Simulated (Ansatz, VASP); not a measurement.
Ag: VASP beside Ansatz

Contents of INCAR:

```
PREC     = Accurate       # precision mode
ENCUT    = 600            # plane-wave cutoff, eV
EDIFF    = 1E-7           # SCF threshold, eV
ISMEAR   = -1             # smearing method
SIGMA    = 0.05           # smearing width, eV
LREAL    = F              # projectors in reciprocal space
LASPH    = T              # aspherical terms in the spheres
NELM     = 80             # most SCF steps
ALGO     = Normal         # electronic algorithm
ISIF     = 3              # what is computed and relaxed
LWAVE    = F              # write WAVECAR
LCHARG   = F              # write CHGCAR
GGA      = RE             # functional
IVDW     = 13             # dispersion correction
IBRION   = 2              # ionic algorithm
NSW      = 60             # ionic steps
EDIFFG   = -0.01          # ionic threshold
```

Contents of KPOINTS:

```
regular mesh
0
Gamma
  11 11 11
```

POSCAR

```
Ag
1.0
   -1.6556540000      1.6556540000      1.6556540000
    1.6556540000     -1.6556540000      1.6556540000
    1.6556540000      1.6556540000     -1.6556540000
Ag
1
Direct
    0.0000000000      0.0000000000      0.0000000000
```

The input input.yaml:

```yaml
crystal:
  lattice:
    - [-1.655654, 1.655654, 1.655654]
    - [1.655654, -1.655654, 1.655654]
    - [1.655654, 1.655654, -1.655654]
  atoms:
    - { symbol: Ag, position: [0.0, 0.0, 0.0] }
hamiltonian:
  xc: revpbe
  pseudopotentials: { kind: paw }
  dispersion: d4
kpoints:
  mp_grid: { grid: [11, 11, 11] }
scf:
  occupations: { method: fermi_dirac, width: 0.05 }
output:
  forces: true
  stress: true
  eigenvalues: true
  write_density: true
  write_potential: true
  elf: true
  volumetric_format: npy
relax:
  f_tol: 0.01
  max_steps: 40
  cell: { stress_tol: 0.05 }
```

Alike in both runs: task relaxation of cell and atoms; functional revPBE; dispersion D4; k mesh 11 × 11 × 11; occupations fermi-dirac, width 0.05 eV; no spin polarisation.

```csv
,VASP,Ansatz
version,VASP 6.6.1,Ansatz 0.2.0
potentials or method,"VASP PAW PBE potentials, release 64 (Ag)",Ansatz PAW
plane-wave cutoff (eV),600,420
valence electrons in the cell,11,19
```

VASP gave:

| Property | Result |
| --- | --- |
| gap on the k mesh at the Fermi level, each at its own relaxed structure (eV) | none |
| relaxed volume (Å³/atom) | 17.03 |
| relaxed cell length with the largest relative difference (Å) | 2.807 |

**Question.** Which values does Ansatz return?

**Answer.** gap on the k mesh at the Fermi level, each at its own relaxed structure (eV): none; relaxed volume (Å³/atom): 17.05; relaxed cell length with the largest relative difference (Å): 2.809.

VASP's potentials were made for PBE, not for revPBE. A gap of «none» marks a metal or a gap that the smearing closes. VASP's potentials hold 11 valence electrons a cell and Ansatz's 19, so a difference there can come from the potentials and not from the codes.

Noted on Ansatz's run: the plane-wave basis is chosen anew once the cell has moved, so the energies of steps on either side of that aren't comparable.
